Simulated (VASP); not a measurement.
Input of a VASP 6.6.1 run:

The input INCAR:

```
PREC     = Accurate       # precision mode
ENCUT    = 520            # plane-wave cutoff, eV
EDIFF    = 1E-7           # SCF threshold, eV
ISMEAR   = 0              # smearing method
SIGMA    = 0.1            # smearing width, eV
LREAL    = F              # projectors in reciprocal space
LASPH    = T              # aspherical terms in the spheres
NELM     = 80             # most SCF steps
ALGO     = Fast           # electronic algorithm
ISIF     = 2              # what is computed and relaxed
LWAVE    = F              # write WAVECAR
LCHARG   = T              # write CHGCAR
GGA      = PE             # functional
LELF     = T              # ELF
LVHAR    = T            
NBANDS   = 22             # bands
```

The input KPOINTS:

```
regular mesh
0
Gamma
  10 10 16
```

File POSCAR:

```
Pt
1.0
    4.5501163724      0.0000000000      0.0000000000
    0.0000000000      4.5501163724      0.0000000000
    0.0000000000      0.0000000000      2.7446746571
Pt
3
Direct
    0.0000000000      0.5000000000      0.5000000000
    0.5000000000      0.0000000000      0.5000000000
    0.0000000000      0.0000000000      0.0000000000
```

Potentials or basis: VASP PAW PBE potentials, release 64 (Pt).

Launch:

```sh
$ cat potpaw_PBE.64/Pt/POTCAR > POTCAR
$ mpirun -np 1 vasp_std > vasp.out
```

Problem. Estimate the pressure.

Solution. -0.4 GPa.

Problem. What does it give for the band gap on the k mesh?

Solution. Zero (bands 15 and 16 overlap by 1.64 eV).

Stress tensor (GPa, compression positive):
```
-0.48  0.00  0.00
 0.00 -0.48  0.00
 0.00  0.00 -0.25
```

Caveat: spin-orbit coupling is left out, which moves the levels of the heavy elements.
